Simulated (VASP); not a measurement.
# SiC (Moissanite 3C) (F-43m) in VASP: further runs, part 3 of 3

VASP 6.6.1. Earlier steps stand in the parts before.

### 5 Single point, PBEsol

This run uses another cell than the first one, of 10.14 Å³/atom, 1.043 times its volume.

The input, INCAR:

```
SYSTEM = SiC
PREC     = Accurate       ! precision mode
ENCUT    = 520            ! plane-wave cutoff, eV
EDIFF    = 1E-6           ! SCF threshold, eV
ISMEAR   = -1             ! smearing method
SIGMA    = 0.05           ! smearing width, eV
LREAL    = .False.        ! projectors in reciprocal space
LASPH    = .True.         ! aspherical terms in the spheres
NELM     = 80             ! most SCF steps
ALGO     = Normal         ! electronic algorithm
ISIF     = 2              ! what is computed and relaxed
LWAVE    = .False.        ! write WAVECAR
LCHARG   = .True.         ! write CHGCAR
GGA      = PS             ! functional
LELF     = .True.         ! ELF
LVHAR    = .True.       
NBANDS   = 11             ! bands
```

The input, KPOINTS:

```
Automatic mesh
0
Gamma
  10 10 10
  0 0 0
```

The input, POSCAR:

```
SiC
1.0
    0.0000000000      2.1643753983      2.1643753983
    2.1643753983      0.0000000000      2.1643753983
    2.1643753983      2.1643753983      0.0000000000
Si C
1 1
Direct
    0.0000000000      0.0000000000      0.0000000000
    0.7500000000      0.7500000000      0.7500000000
```

Potentials or basis: VASP PAW PBE potentials, release 64 (Si, C).

Run with:

```console
$ cat potpaw_PBE.64/Si/POTCAR potpaw_PBE.64/C/POTCAR > POTCAR
$ mpirun -np 1 vasp_std > vasp.out
```

OUTCAR:

```text
SYSTEM = SiC
   PREC = Accurate
   ENCUT = 520
   EDIFF = 1E-6
   ISMEAR = -1
   LREAL = .False.
   LASPH = .True.
   NELM = 80
   ISIF = 2
   GGA = PS

 ion  position               nearest neighbor table
   1  0.000  0.000  0.000-   2 1.87   2 1.87   2 1.87   2 1.87
   2  0.750  0.750  0.750-   1 1.87   1 1.87   1 1.87   1 1.87

  LATTYP: Found a face centered cubic cell.
 ALAT       =     4.3287507966

  Lattice vectors:

 A1 = (   0.0000000000,   2.1643753983,   2.1643753983)
 A2 = (   2.1643753983,   0.0000000000,   2.1643753983)
 A3 = (   2.1643753983,   2.1643753983,   0.0000000000)

Analysis of symmetry for initial positions (statically):
=====================================================================
 Subroutine PRICEL returns:
 Original cell was already a primitive cell.

 Routine SETGRP: Setting up the symmetry group for a
 face centered cubic supercell.

 Subroutine GETGRP returns: Found 24 space group operations
 (whereof 24 operations were pure point group operations)
 out of a pool of 48 trial point group operations.

The static configuration has the point symmetry T_d .

Analysis of symmetry for dynamics (positions and initial velocities):
=====================================================================
 Subroutine PRICEL returns:
 Original cell was already a primitive cell.

 Routine SETGRP: Setting up the symmetry group for a
 face centered cubic supercell.

 Subroutine GETGRP returns: Found 24 space group operations
 (whereof 24 operations were pure point group operations)
 out of a pool of 48 trial point group operations.

The dynamic configuration has the point symmetry T_d .

 Subroutine INISYM returns: Found 24 space group operations
 (whereof 24 operations are pure point group operations),
 and found     1 'primitive' translations

----------------------------------------------------------------------------------------

                                     Primitive cell

  volume of cell :      20.2781

  direct lattice vectors                    reciprocal lattice vectors
     0.000000000  2.164375398  2.164375398    -0.231013530  0.231013530  0.231013530
     2.164375398  0.000000000  2.164375398     0.231013530 -0.231013530  0.231013530
     2.164375398  2.164375398  0.000000000     0.231013530  0.231013530 -0.231013530

  length of vectors
     3.060889042  3.060889042  3.060889042     0.400127170  0.400127170  0.400127170

  position of ions in fractional coordinates (direct lattice)
     0.000000000  0.000000000  0.000000000
     0.750000000  0.750000000  0.750000000

  ion indices of the primitive-cell ions
   primitive index   ion index
                 1           1
                 2           2

----------------------------------------------------------------------------------------

 KPOINTS: Automatic mesh

Automatic generation of k-mesh.
 Grid dimensions read from file:
 generate k-points for:   10   10   10

 Generating k-lattice:

  Cartesian coordinates                     Fractional coordinates (reciprocal lattice)
    -0.023101353  0.023101353  0.023101353     0.100000000  0.000000000  0.000000000
     0.023101353 -0.023101353  0.023101353     0.000000000  0.100000000  0.000000000
     0.023101353  0.023101353 -0.023101353     0.000000000  0.000000000  0.100000000

  Length of vectors
     0.040012717  0.040012717  0.040012717

  Shift w.r.t. Gamma in fractional coordinates (k-lattice)
     0.000000000  0.000000000  0.000000000

 Subroutine IBZKPT returns following result:
 ===========================================

 Found     47 irreducible k-points:

 Following reciprocal coordinates:
            Coordinates               Weight
  0.000000  0.000000  0.000000      1.000000
  0.100000  0.000000  0.000000      8.000000
  0.200000  0.000000  0.000000      8.000000
  0.300000  0.000000  0.000000      8.000000
  0.400000  0.000000  0.000000      8.000000
  0.500000  0.000000  0.000000      4.000000
[... 16 lines left out ...]
  0.300000  0.300000  0.000000      6.000000
  0.400000  0.300000  0.000000     24.000000
 [... further k-points ...]
   k-points           NKPTS =     47   k-points in BZ     NKDIM =     47   number of bands    NBANDS=     11
   number of dos      NEDOS =    301   number of ions     NIONS =      2
   total plane-waves  NPLWV =  13824
   dimension x,y,z NGX =    24 NGY =   24 NGZ =   24
   dimension x,y,z NGXF=    48 NGYF=   48 NGZF=   48
   ions per type =               1   1
   NGX,Y,Z   is equivalent  to a cutoff of  13.04, 13.04, 13.04 a.u.
   NGXF,Y,Z  is equivalent  to a cutoff of  26.07, 26.07, 26.07 a.u.
 SYSTEM =  SiC
   PREC   = accura    normal or accurate (medium, high low for compatibility)
   ISTART =      0    job   : 0-new  1-cont  2-samecut
   ICHARG =      2    charge: 1-file 2-atom 10-const
   ISPIN  =      1    spin polarized calculation?
   LNONCOLLINEAR =      F non collinear calculations
   LSORBIT =      F    spin-orbit coupling
   LASPH  =      T    aspherical Exc in radial PAW
   ENCUT  =  520.0 eV  38.22 Ry    6.18 a.u.   5.69  5.69  5.69*2*pi/ulx,y,z
   NELM   =     80;   NELMIN=  2; NELMDL= -5     # of ELM steps
   EDIFF  = 0.1E-05   stopping-criterion for ELM
   LREAL  =      F    real-space projection
   EDIFFG = 0.1E-04   stopping-criterion for IOM
   NSW    =      0    number of steps for IOM
   IBRION =     -1    ionic relax: 0-MD 1-quasi-New 2-CG
   NFREE  =      0    steps in history (QN), initial steepest desc. (CG)
   ISIF   =      2    stress and relaxation
   ISYM   =      2    0-nonsym 1-usesym 2-fastsym
   POTIM  = 0.5000    time-step for ionic-motion
   TEBEG  =    0.0;   TEEND  =   0.0 temperature during run
   PSTRESS=    0.0 pullay stress
   NELECT =       8.0000    total number of electrons
   NUPDOWN=      -1.0000    fix difference up-down
   EMIN   =  10.00;   EMAX   =-10.00  energy-range for DOS
   EFERMI =   0.00;   METHOD = LEGACY
   ISMEAR =    -1;   SIGMA  =   0.05  broadening in eV -4-tet -1-fermi 0-gaus
   EFERMI_NEDOS =   21; number of points for ismear=-14 and -15
   IALGO  =     38    algorithm
   IMIX   =      4    mixing-type and parameters
     AMIX     =   0.40;   BMIX     =  1.00
     AMIX_MAG =   1.60;   BMIX_MAG =  1.00
  volume/ion in A,a.u.               =      10.14        68.42
  Fermi-wavevector in a.u.,A,eV,Ry     =   1.200685  2.268965 19.614748  1.441643
  Thomas-Fermi vector in A             =   2.336514
   LORBIT       =      0    0 simple, 1 ext, 2 COOP (PROOUT), +10 PAW based schemes
   GGA     = PS    functional components
   LHFCALC =     F    Hartree Fock is set to
   AEXX    =    0.0000 exact exchange contribution
   IVDW    =     0    specifies the selected vdW correction
   LEPSILON=     F    determine dielectric tensor
   LRPA    =     F    only Hartree local field effects (RPA)
 non-spin polarized calculation
  energy-cutoff  :      520.00
  volume of cell :       20.28
 maximum number of plane-waves:       568
   NGX = 11   NGY = 11   NGZ = 11

 number of electron       8.0000000 magnetization

 Free energy of the ion-electron system (eV)
  ---------------------------------------------------
  ext. energy  EPLUGINS =         0.00000000
  ---------------------------------------------------
  free energy    TOTEN  =       -15.90851486 eV

  energy without entropy =      -15.90851480  energy(sigma->0) =      -15.90851483

 E-fermi :   8.9127     XC(G=0): -11.5921

 val. band max:        8.2850589006   @ k =   0.0000   0.0000   0.0000
 cond. band min:       9.5002037531   @ k =   0.5000   0.5000   0.0000
 fundamental gap:      1.2151448525
 Fermi energy:         8.9126516796

 k-point     1 :       0.0000    0.0000    0.0000
  band No.  band energies     occupation
      1      -7.2991      2.00000
      2       8.2851      1.99999
      3       8.2851      1.99999
      4       8.2851      1.99999
      5      14.7075      0.00000
      6      15.6679      0.00000
      7      15.6679      0.00000
      8      15.6679      0.00000
      9      22.8603      0.00000
     10      22.8603      0.00000
     11      24.8618      0.00000
[... 309 lines left out ...]
 k-point    24 :       0.4000    0.3000    0.0000
  band No.  band energies     occupation
      1      -4.0856      2.00000
      2       2.6757      2.00000
      3       5.0606      2.00000
      4       5.6071      2.00000
      5      11.0563      0.00000
      6      13.8802      0.00000
      7      20.0569      0.00000
      8      20.3394      0.00000
      9      22.2030      0.00000
     10      26.4866      0.00000
     11      29.7640      0.00000

 [... further k-points ...]

------------------------ aborting loop because EDIFF is reached ----------------------------------------

  FORCE on cell =-STRESS in cart. coord.  units (eV):
  Direction    XX          YY          ZZ          XY          YZ          ZX
  --------------------------------------------------------------------------------------
  -------------------------------------------------------------------------------------
  Total        0.6116549      0.6116549      0.6116549     -0.0000000     -0.0000000      0.0000000
  in kB       48.3269373     48.3269373     48.3269373     -0.0000000     -0.0000000      0.0000000
  external PRESSURE =      48.3269373 kB  Pullay stress =       0.0000000 kB

 VOLUME and BASIS-vectors are now :
 -----------------------------------------------------------------------------
  energy-cutoff  :      520.00
  volume of cell :       20.28
      direct lattice vectors                 reciprocal lattice vectors
     0.000000000  2.164375398  2.164375398    -0.231013530  0.231013530  0.231013530
     2.164375398  0.000000000  2.164375398     0.231013530 -0.231013530  0.231013530
     2.164375398  2.164375398  0.000000000     0.231013530  0.231013530 -0.231013530

 POSITION                                       TOTAL-FORCE (eV/Angst)
 -----------------------------------------------------------------------------------
      0.00000      0.00000      0.00000         0.000000      0.000000     -0.000000
      3.24656      3.24656      3.24656         0.000000     -0.000000      0.000000
 -----------------------------------------------------------------------------------
    total drift:                               -0.000000     -0.000000     -0.000000

  FREE ENERGIE OF THE ION-ELECTRON SYSTEM (eV)
  ---------------------------------------------------
  free  energy   TOTEN  =       -15.9085148627 eV

  energy  without entropy=      -15.9085147980  energy(sigma->0) =      -15.90851483
```

It took 4.7 s on 1 thread of Intel Xeon Platinum 8488C (Sapphire Rapids), shared host; peak memory 0.13 GiB.

What came out:

```yaml
Free_energy: -15.9085 eV
Pressure: 4.8 GPa
Band_gap_on_the_k_mesh: 1.22 eV, indirect (least direct gap 4.46 eV)
```

Caveat: the PAW data sets were made with another functional, which shifts forces and pressure a little. As with any semilocal functional, this PBEsol gap is likely too small.

### 6 Summary

| cell | gap on the mesh (eV) | pressure (GPa) |
| --- | --- | --- |
| a = 3.019 Å, angles 60.0°, 2 atoms | 1.18 | 15.6 |
| a = 3.082 Å, angles 60.0°, 2 atoms | 1.23 | 0.2 |
| a = 3.040 Å, angles 60.0°, 2 atoms | 1.20 | 10.0 |
| a = 3.061 Å, angles 60.0°, 2 atoms | 1.22 | 4.8 |

Alike in all rows: task single point; level PBEsol; potentials or basis VASP PAW PBE potentials, release 64 (Si, C); no spin polarisation; k mesh 10 × 10 × 10; cutoff (eV) 520; smearing fermi-dirac 0.05 eV.

Caveats: the PAW data sets were made with another functional, which shifts forces and pressure a little.

Total energies depend on the potentials used, so only differences within one code and one set of settings carry meaning.

### 7 Against experiment

Step 3. Measured gap of SiC: 2.4 eV (indirect; quoted in “Insight into the structural, elastic and electronic properties of a new orthorhombic 6O-SiC polytype”, 2020, pmc:7200658). This calculation gives 1.23 eV (-1.17 eV). The value is that of PBEsol on a finite k mesh, which can miss the band edges, without temperature or zero-point motion. Semilocal functionals fall short of measured gaps as a rule.
